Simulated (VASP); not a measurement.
Runs of VASP 6.6.1 on K. The structure is cubic, space group Im-3m (No. 229). Conventional cell: a = 5.225 Å, b = 5.225 Å, c = 5.225 Å, α = 90.00°, β = 90.00°, γ = 90.00°. 

| task | cell | k mesh | cutoff (eV) | smearing | gap on the mesh (eV) | pressure (GPa) | relaxed volume (Å³/atom) |
| --- | --- | --- | --- | --- | --- | --- | --- |
| relaxation of cell and atoms | relaxed | 12 × 12 × 12 | 600 | gaussian 0.1 eV | none | 0.0 | 70.97 |
| single point | as given | 12 × 12 × 12 | 520 | gaussian 0.1 eV | none | 0.0 | - |
| relaxation of cell and atoms | relaxed | 12 × 12 × 12 | 600 | fermi-dirac 0.15 eV | none | 0.0 | (a) |
| single point | as given | 12 × 12 × 12 | 520 | fermi-dirac 0.15 eV | none | 0.0 | - |
| single point | as given | 6 × 6 × 6 | 520 | gaussian 0.1 eV | none | 0.0 | - |

Alike in all rows: level PBEsol; potentials or basis VASP PAW PBE potentials, release 64 (K_sv); no spin polarisation.

Estimate the missing entries.

(a) 71.41.

Caveats: the PAW data sets were made with another functional, which shifts forces and pressure a little.

A gap of «none» marks levels without a gap at the run's occupations.
